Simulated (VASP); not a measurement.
BOsF6: single point with r2SCAN

BOsF6:

```
CELL_PARAMETERS angstrom
4.60055 0.00000 0.00000
-2.30028 3.98419 0.00000
-2.30028 1.32806 4.16715
ATOMIC_POSITIONS crystal
F 0.36321 0.93027 0.22132
F 0.06973 0.21162 0.22132
F 0.78838 0.63679 0.22132
F 0.63679 0.06973 0.77868
F 0.93027 0.78838 0.77868
F 0.21162 0.36321 0.77868
Os 0.50000 0.50000 0.50000
B 0.00000 0.00000 0.00000
```

```json
{
  "Program": "VASP 6.6.1",
  "Task": "single point",
  "Functional": "r2SCAN",
  "Potentials or basis": "VASP PAW PBE potentials, release 64 (F, Os, B)",
  "Cutoff": "520 eV",
  "k mesh": "5 × 5 × 5",
  "Occupations": "methfessel-paxton, width 0.0329 eV",
  "Spin": "no spin polarisation"
}
```

```json
{
  "Pressure": "1.2 GPa",
  "Largest force": "0.123 eV/Å"
}
```

Forces on the atoms (eV/Å):
```
F   -0.042  0.097 -0.062
F   -0.063 -0.085 -0.062
F    0.105 -0.013 -0.062
F    0.042 -0.097  0.062
F    0.063  0.085  0.062
F   -0.105  0.013  0.062
Os   0.000  0.000  0.000
B    0.000  0.000  0.000
```

Stress tensor (GPa, compression positive):
```
1.18 0.00 0.00
0.00 1.18 0.00
0.00 0.00 1.31
```

Levels at points of the mesh, in eV from the Fermi level:
```csv
k point,band 24,band 25,band 26,band 27,band 28,band 29
"(0.00, 0.00, 0.00)",-4.23,0.00,0.05,0.05,3.47,3.47
```

It took 24 min on 1 thread of Oxide Virtual Turin-like Processor, with other jobs on the host, peak memory 0.25 GiB.

Caveat: the PAW data sets were made with another functional, which shifts forces and pressure a little; spin-orbit coupling is left out, which moves the levels of the heavy elements; an odd number of electrons without spin polarisation forces a metal; a magnetic or distorted state may lie lower.
